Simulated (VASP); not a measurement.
Write the native input for VASP 6.6.1 that does the following.

| Quantity | Value |
| --- | --- |
| Task | single point |
| Functional | PBEsol |
| Potentials or basis | VASP PAW PBE potentials, release 64 (N) |
| Cutoff | 600 eV |
| k mesh | 8 × 8 × 8 |
| Occupations | gaussian, width 0.1 eV |
| Spin | no spin polarisation |
| Dipole correction | no |
| Further INCAR settings | ALGO = Normal; EDIFF = 1e-06; NBANDS = 8 |

The structure of N lies in POSCAR:

```
N
1.0
    0.0000000000      1.5337594968      1.5337594968
    1.5337594968      0.0000000000      1.5337594968
    1.5337594968      1.5337594968      0.0000000000
N
1
Direct
    0.0000000000      0.0000000000      0.0000000000
```

These files were run (other wordings do the same):

INCAR

```
PREC     = Accurate       # precision mode
ENCUT    = 600            # plane-wave cutoff, eV
EDIFF    = 1E-6           # SCF threshold, eV
ISMEAR   = 0              # smearing method
SIGMA    = 0.1            # smearing width, eV
LREAL    = False          # projectors in reciprocal space
LASPH    = True           # aspherical terms in the spheres
NELM     = 120            # most SCF steps
ALGO     = Normal         # electronic algorithm
ISIF     = 2              # what is computed and relaxed
LWAVE    = False          # write WAVECAR
LCHARG   = False          # write CHGCAR
GGA      = PS             # functional
NBANDS   = 8              # bands
GGA_COMPAT= False
```

KPOINTS

```
regular mesh
0
Gamma
  8 8 8
```

Potentials or basis: VASP PAW PBE potentials, release 64 (N).

Launch:

```console
$ cat potpaw_PBE.64/N/POTCAR > POTCAR
$ mpirun -np 1 vasp_std > vasp.out
```

Results of the run:

The pressure is -0.4 GPa.

Caveat: the k points lie up to 0.44 Å⁻¹ apart; the PAW data sets were made with another functional, which shifts forces and pressure a little.

Run time: 1.2 s on 1 thread of Intel(R) Xeon(R) 6975P-C (Granite Rapids), on a shared host, peak memory 0.1 GiB.
